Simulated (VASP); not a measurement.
Set up this calculation in VASP 6.6.1, as the native input.

```yaml
Task: single point
Functional: PBE
Potentials_or_basis: VASP PAW PBE potentials, release 64 (B, N)
Cutoff: 520 eV
k_mesh: 12 × 12 × 6
Occupations: fermi-dirac, width 0.02 eV
Spin: no spin polarisation
Dipole_correction: no
Further_INCAR_settings: ALGO = Normal; EDIFF = 1e-06; NBANDS = 16
```

The structure of BN lies in POSCAR:

```
BN
1.0
    2.5439493036      0.0000000000      0.0000000000
   -1.2719746518      2.2031247228      0.0000000000
    0.0000000000      0.0000000000      4.2078167811
B N
2 2
Direct
    0.6666666667      0.3333333333      0.0002035744
    0.3333333333      0.6666666667      0.5002035744
    0.6666666667      0.3333333333      0.3747964256
    0.3333333333      0.6666666667      0.8747964256
```

The input as run:

INCAR

```
SYSTEM = BN
  PREC = Accurate
  ENCUT = 520
  EDIFF = 1E-6
  ISMEAR = -1
  SIGMA = 0.02
  LREAL = .FALSE.
  LASPH = .TRUE.
  NELM = 100
  ALGO = Normal
  ISIF = 2
  LWAVE = .FALSE.
  LCHARG = .FALSE.
  GGA = PE
  NBANDS = 16
```

KPOINTS

```
regular mesh
0
G
  12 12 6
  0 0 0
```

Potentials or basis: VASP PAW PBE potentials, release 64 (B, N).

The run is started by

```sh
$ cat potpaw_PBE.64/B/POTCAR potpaw_PBE.64/N/POTCAR > POTCAR
$ mpirun -np 1 vasp_std > vasp.out
```

It gave:

```yaml
Pressure: 4.9 GPa
Largest_force: 0.009 eV/Å
Band_gap_on_the_k_mesh: 5.19 eV, indirect (least direct gap 8.30 eV)
```

It took 30 s on 1 thread of AMD EPYC 7R43 64-Core Processor (Zen 3), with other jobs on the host, peak memory 0.1 GiB.
